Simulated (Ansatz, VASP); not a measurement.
## One calculation of K2S, two programs

INCAR

```
ALGO     = Normal         # electronic algorithm
EDIFF    = 1E-6           # SCF threshold, eV
ENCUT    = 500            # plane-wave cutoff, eV
GGA      = PS             # functional
GGA_COMPAT= F            
ISIF     = 2              # what is computed and relaxed
ISMEAR   = -1             # smearing method
LASPH    = T              # aspherical terms in the spheres
LCHARG   = F              # write CHGCAR
LREAL    = F              # projectors in reciprocal space
LWAVE    = F              # write WAVECAR
NBANDS   = 19             # bands
NELM     = 120            # most SCF steps
PREC     = Accurate       # precision mode
SIGMA    = 0.03           # smearing width, eV
```

File KPOINTS:

```
k-points
0
Gamma
  7 7 7
```

The input POSCAR:

```
K2S
1.0
    0.0000000000      3.2011866138      3.2011866138
    3.2011866138      0.0000000000      3.2011866138
    3.2011866138      3.2011866138      0.0000000000
K S
2 1
Direct
    0.2500000000      0.2500000000      0.2500000000
    0.7500000000      0.7500000000      0.7500000000
    0.0000000000      0.0000000000      0.0000000000
```

Input for Ansatz:

```yaml
crystal:
  lattice:
    - [0.0, 3.2011866138, 3.2011866138]
    - [3.2011866138, 0.0, 3.2011866138]
    - [3.2011866138, 3.2011866138, 0.0]
  atoms:
    - { symbol: K, position: [0.25, 0.25, 0.25] }
    - { symbol: K, position: [0.75, 0.75, 0.75] }
    - { symbol: S, position: [0.0, 0.0, 0.0] }
kpoints:
  mp_grid: { grid: [7, 7, 7] }
  band_path:
    path:
      - [0.0, 0.0, 0.0]
      - [0.5, 0.0, 0.5]
      - [0.625, 0.25, 0.625]
      - [0.375, 0.375, 0.75]
      - [0.0, 0.0, 0.0]
      - [0.5, 0.5, 0.5]
      - [0.5, 0.25, 0.75]
      - [0.5, 0.0, 0.5]
    npoints: 6
scf:
  occupations: { method: fermi_dirac, width: 0.03 }
hamiltonian:
  xc: pbesol
  pseudopotentials: { kind: all_electron, lapw: { basis_error: 0.001 } }
output:
  forces: true
  stress: true
  eigenvalues: true
  populations: true
```

Change from the starting cell: volume scaled by 0.65, LAPW.

Alike in both runs: task single point; functional PBEsol; k mesh 7 × 7 × 7; occupations fermi-dirac, width 0.03 eV; no spin polarisation.

```csv
,VASP,Ansatz
version,VASP 6.6.1,Ansatz 0.2.0
potentials or method,"VASP PAW PBE potentials, release 64 (K_sv, S), cutoff 500 eV","all-electron LAPW, scalar-relativistic"
```

```csv
,VASP,Ansatz,Ansatz less VASP
gap on the k mesh at the Fermi level (eV),3.22,3.22,+0.002
pressure (GPa),20.4,20.0,-0.41
```

VASP's potentials were made for PBE, not for PBEsol. Ansatz ran all-electron here, and VASP with PAW potentials.
